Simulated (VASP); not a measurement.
# CdBiS4 (P1) in VASP: single point with r2SCAN

Aim: the single point of CdBiS4 with r2SCAN.

Everything below comes from runs of VASP 6.6.1. Logs are shortened: lines on timing, memory, paths and dates and some standing lists are left out, and cuts for length are marked.

## (1) The cell of the first run

The typed cell holds 6 atoms: a = 4.309 Å, b = 8.516 Å, c = 8.515 Å, α = 94.02°, β = 106.19°, γ = 74.53°.

## (2) Single point, r2SCAN

POSCAR reads:

```
CdBiS4
1.0
   -0.0191110000     -0.0630770000      4.3085940000
    5.8063710000     -5.8229090000      2.2125800000
    5.8058340000      5.8032600000     -2.2632480000
Bi S Cd
1 4 1
Direct
    0.1059030000      0.0145570000      0.9969080000
    0.4166370000      0.0254610000      0.3212980000
    0.5631490000      0.2750670000      0.9961710000
    0.1326490000      0.0038180000      0.7032270000
    0.8300130000      0.7103180000      0.0284010000
    0.6641270000      0.4632610000      0.4782970000
```

INCAR.step1 reads:

```
ALGO = Normal
EDIFF = 1E-4
ENCUT = 520
GGA = PE
ISMEAR = -1
LASPH = True
LCHARG = False
LREAL = False
LWAVE = True
NBANDS = 34
NELM = 100
PREC = Accurate
SIGMA = 0.0225
```

INCAR.step2 reads:

```
ALGO = Normal
EDIFF = 1E-6
ENCUT = 520
ISIF = 2
ISMEAR = -1
ISTART = 1
LASPH = True
LCHARG = False
LMIXTAU = True
LREAL = False
LWAVE = False
METAGGA = R2SCAN
NBANDS = 34
NELM = 100
PREC = Accurate
SIGMA = 0.0225
```

KPOINTS reads:

```
Automatic mesh
0
Gamma
  5 3 3
  0.5 0 0
```

Potentials or basis: VASP PAW PBE potentials, release 64 (Bi_d, S, Cd).

On the command line:

```
$ cat potpaw_PBE.64/Bi_d/POTCAR potpaw_PBE.64/S/POTCAR potpaw_PBE.64/Cd/POTCAR > POTCAR
$ cp INCAR.step1 INCAR
$ mpirun -np 1 vasp_std > vasp.out
$ cp INCAR.step2 INCAR
$ mpirun -np 1 vasp_std > vasp.out
```

OUTCAR:

```text
EDIFF = 1E-6
   ENCUT = 520
   ISIF = 2
   ISMEAR = -1
   ISTART = 1
   LASPH = True
   LREAL = False
   METAGGA = R2SCAN
   NELM = 100
   PREC = Accurate

 ion  position               nearest neighbor table
   1  0.106  0.015  0.997-   4 2.53   2 2.72   3 2.76   5 3.18   3 3.34
   2  0.417  0.025  0.321-   1 2.72
   3  0.563  0.275  0.996-   1 2.76   1 3.34
   4  0.133  0.004  0.703-   1 2.53
   5  0.830  0.710  0.028-   1 3.18
   6  0.664  0.463  0.478-

  LATTYP: Found a triclinic cell.
 ALAT       =    10.5609185833
 B/A-ratio  =     0.4080230368
 C/A-ratio  =     1.0995570198
 COS(alpha) =     0.0087729993
 COS(beta)  =     0.5533258987
 COS(gamma) =     0.6327838845

  Lattice vectors:

 A1 = (  -5.8249450000,  -5.8663370000,   6.5718420000)
 A2 = (  -0.0191110000,  -0.0630770000,   4.3085940000)
 A3 = ( -11.6122050000,   0.0196490000,   0.0506680000)

Analysis of symmetry for initial positions (statically):
=====================================================================
 Subroutine PRICEL returns:
 Original cell was already a primitive cell.

 Routine SETGRP: Setting up the symmetry group for a
 triclinic supercell.

 Subroutine GETGRP returns: Found  1 space group operations
 (whereof  1 operations were pure point group operations)
 out of a pool of  2 trial point group operations.

The static configuration has the point symmetry C_1 .

Analysis of symmetry for dynamics (positions and initial velocities):
=====================================================================
 Subroutine PRICEL returns:
 Original cell was already a primitive cell.

 Routine SETGRP: Setting up the symmetry group for a
 triclinic supercell.

 Subroutine GETGRP returns: Found  1 space group operations
 (whereof  1 operations were pure point group operations)
 out of a pool of  2 trial point group operations.

The dynamic configuration has the point symmetry C_1 .

 Subroutine INISYM returns: Found  1 space group operations
 (whereof  1 operations are pure point group operations),
 and found     1 'primitive' translations

----------------------------------------------------------------------------------------

                                     Primitive cell

  volume of cell :     289.1962

[... 93 lines left out ...]
   NELM   =    100;   NELMIN=  2; NELMDL=  0     # of ELM steps
   EDIFF  = 0.1E-05   stopping-criterion for ELM
   LREAL  =      F    real-space projection
   EDIFFG = 0.1E-04   stopping-criterion for IOM
   NSW    =      0    number of steps for IOM
   IBRION =     -1    ionic relax: 0-MD 1-quasi-New 2-CG
   NFREE  =      0    steps in history (QN), initial steepest desc. (CG)
   ISIF   =      2    stress and relaxation
   ISYM   =      2    0-nonsym 1-usesym 2-fastsym
   POTIM  = 0.5000    time-step for ionic-motion
   TEBEG  =    0.0;   TEEND  =   0.0 temperature during run
   PSTRESS=    0.0 pullay stress
   NELECT =      51.0000    total number of electrons
   NUPDOWN=      -1.0000    fix difference up-down
   EMIN   =  10.00;   EMAX   =-10.00  energy-range for DOS
   EFERMI =   0.00;   METHOD = LEGACY
   ISMEAR =    -1;   SIGMA  =   0.02  broadening in eV -4-tet -1-fermi 0-gaus
   EFERMI_NEDOS =   21; number of points for ismear=-14 and -15
   IALGO  =     38    algorithm
   IMIX   =      4    mixing-type and parameters
     AMIX     =   0.40;   BMIX     =  1.00
     AMIX_MAG =   1.60;   BMIX_MAG =  1.00
  volume/ion in A,a.u.               =      48.20       325.27
  Fermi-wavevector in a.u.,A,eV,Ry     =   0.918052  1.734867 11.467260  0.842820
  Thomas-Fermi vector in A             =   2.043090
   LORBIT       =      0    0 simple, 1 ext, 2 COOP (PROOUT), +10 PAW based schemes
   METAGGA = R2SCAN    functional components
   LHFCALC =     F    Hartree Fock is set to
   AEXX    =    0.0000 exact exchange contribution
   IVDW    =     0    specifies the selected vdW correction
   LEPSILON=     F    determine dielectric tensor
   LRPA    =     F    only Hartree local field effects (RPA)
 non-spin polarized calculation
  energy-cutoff  :      520.00
  volume of cell :      289.20
 maximum number of plane-waves:      7815
   NGX = 17   NGY = 31   NGZ = 31

 number of electron      50.9999998 magnetization

 Free energy of the ion-electron system (eV)
  ---------------------------------------------------
  ext. energy  EPLUGINS =         0.00000000
  ---------------------------------------------------
  free energy    TOTEN  =      -102.94899268 eV

  energy without entropy =     -102.91254892  energy(sigma->0) =     -102.93077080

 E-fermi :  -1.6957     XC(G=0):  -6.8701

 val. band max:       -1.6988749933   @ k =  -0.1000   0.3333   0.3333
 cond. band min:      -1.6944750441   @ k =   0.1000   0.0000   0.3333
 fundamental gap:      0.0043999492
 Fermi energy:        -1.6957498991

 k-point     1 :       0.1000    0.0000    0.0000
  band No.  band energies     occupation
      1     -25.1081      2.00000
      2     -25.0925      2.00000
      3     -25.0681      2.00000
      4     -25.0536      2.00000
      5     -25.0025      2.00000
      6     -14.4739      2.00000
[... 840 lines left out ...]
     33       3.6950      0.00000
     34       4.9316      0.00000

------------------------ aborting loop because EDIFF is reached ----------------------------------------

  FORCE on cell =-STRESS in cart. coord.  units (eV):
  Direction    XX          YY          ZZ          XY          YZ          ZX
  --------------------------------------------------------------------------------------
  -------------------------------------------------------------------------------------
  Total       -9.7708499     -9.9719812     -8.3977616      0.3968887      0.1713391     -0.3623746
  in kB      -54.1315406    -55.2458290    -46.5244862      2.1988051      0.9492368     -2.0075935
  external PRESSURE =     -51.9672853 kB  Pullay stress =       0.0000000 kB

 VOLUME and BASIS-vectors are now :
 -----------------------------------------------------------------------------
  energy-cutoff  :      520.00
  volume of cell :      289.20
      direct lattice vectors                 reciprocal lattice vectors
    -0.019111000 -0.063077000  4.308594000     0.001170521  0.089859868  0.233414998
     5.806371000 -5.822909000  2.212580000     0.085966326 -0.086348753 -0.000882821
     5.805834000  5.803260000 -2.263248000     0.086270118  0.086652530  0.001651232

 POSITION                                       TOTAL-FORCE (eV/Angst)
 -----------------------------------------------------------------------------------
      5.87038      5.69387     -1.76775         0.610121      0.446599     -0.756178
      2.00528      1.69004      1.12428        -0.768895     -0.717471     -0.004846
      7.36998      4.14383      0.78041        -0.968482      1.062616      0.386480
      4.10245      4.05041     -1.01160         0.434132      0.255145     -0.016456
      4.27340     -4.02365      5.08355         0.949728     -1.097956      0.437482
      5.45409      0.03626      2.80395        -0.256604      0.051066     -0.046481
 -----------------------------------------------------------------------------------
    total drift:                                0.000648      0.000034      0.000282

  FREE ENERGIE OF THE ION-ELECTRON SYSTEM (eV)
  ---------------------------------------------------
  free  energy   TOTEN  =      -102.9489926797 eV

  energy  without entropy=     -102.9125489153  energy(sigma->0) =     -102.93077080
```

OSZICAR.step1:

```text
N       E                     dE             d eps       ncg     rms          rms(c)
DAV:   1     0.385661159790E+03    0.38566E+03   -0.20443E+04  1620   0.130E+03
DAV:   2     0.244315692276E+02   -0.36123E+03   -0.34913E+03  1860   0.305E+02
DAV:   3    -0.157306808007E+02   -0.40162E+02   -0.39127E+02  1848   0.107E+02
DAV:   4    -0.170829302359E+02   -0.13522E+01   -0.13346E+01  1808   0.230E+01
DAV:   5    -0.171290971454E+02   -0.46167E-01   -0.46148E-01  2160   0.406E+00    0.761E+00
DAV:   6    -0.149988935443E+02    0.21302E+01   -0.22985E+01  1760   0.114E+01    0.793E+00
DAV:   7    -0.158380619401E+02   -0.83917E+00   -0.21999E+01  1734   0.603E+00    0.710E+00
DAV:   8    -0.144876390081E+02    0.13504E+01   -0.18596E+00  1710   0.454E+00    0.409E+00
DAV:   9    -0.143113400604E+02    0.17630E+00   -0.47976E-01  1672   0.260E+00    0.325E+00
DAV:  10    -0.145466799834E+02   -0.23534E+00   -0.27994E+00  1862   0.257E+00    0.468E+00
DAV:  11    -0.143556031962E+02    0.19108E+00   -0.28873E-01  1746   0.172E+00    0.345E+00
DAV:  12    -0.142743930790E+02    0.81210E-01   -0.12166E+00  1880   0.117E+00    0.153E+00
DAV:  13    -0.142504533421E+02    0.23940E-01   -0.50156E-02  1596   0.628E-01    0.864E-01
DAV:  14    -0.142482491219E+02    0.22042E-02   -0.13150E-02  1734   0.278E-01    0.711E-01
DAV:  15    -0.142432184631E+02    0.50307E-02   -0.17606E-02  1734   0.231E-01    0.174E-01
DAV:  16    -0.142438924532E+02   -0.67399E-03   -0.67314E-03  1866   0.150E-01    0.302E-01
DAV:  17    -0.142432576512E+02    0.63480E-03   -0.30751E-03  1392   0.848E-02    0.707E-02
DAV:  18    -0.142432280199E+02    0.29631E-04   -0.18948E-04   782   0.396E-02
   1 F= -.14243228E+02 E0= -.14224358E+02  d E =-.377407E-01
```

Wall time 7.6 min (1 thread of Intel Xeon 6975P-C (Granite Rapids), shared host); peak memory 0.5 GiB.

Results:

- Free energy: -102.9490 eV
- Pressure: -5.2 GPa
- Largest force: 1.516 eV/Å
- Band gap on the k mesh: zero (an odd number of electrons rules out a gap without spin polarisation)

Forces in eV/Å, atoms in the order of the input:
```
Bi   0.610  0.447 -0.756
S   -0.769 -0.717 -0.005
S   -0.968  1.063  0.386
S    0.434  0.255 -0.016
S    0.950 -1.098  0.437
Cd  -0.257  0.051 -0.046
```

Stress tensor (GPa, compression positive):
```
-5.41  0.22 -0.20
 0.22 -5.52  0.09
-0.20  0.09 -4.65
```

Levels at points of the mesh, in eV from the Fermi level:
```
           k point  band 23  band 24  band 25  band 26  band 27  band 28  band 29  band 30
(0.50, 0.00, 0.00)    -0.47    -0.28    -0.16    -0.03     0.16     0.44     2.97     3.24
```

Caveat: the cell stands under tension; the PAW data sets were made with another functional, which shifts forces and pressure a little; spin-orbit coupling is left out, which moves the levels of the heavy elements.
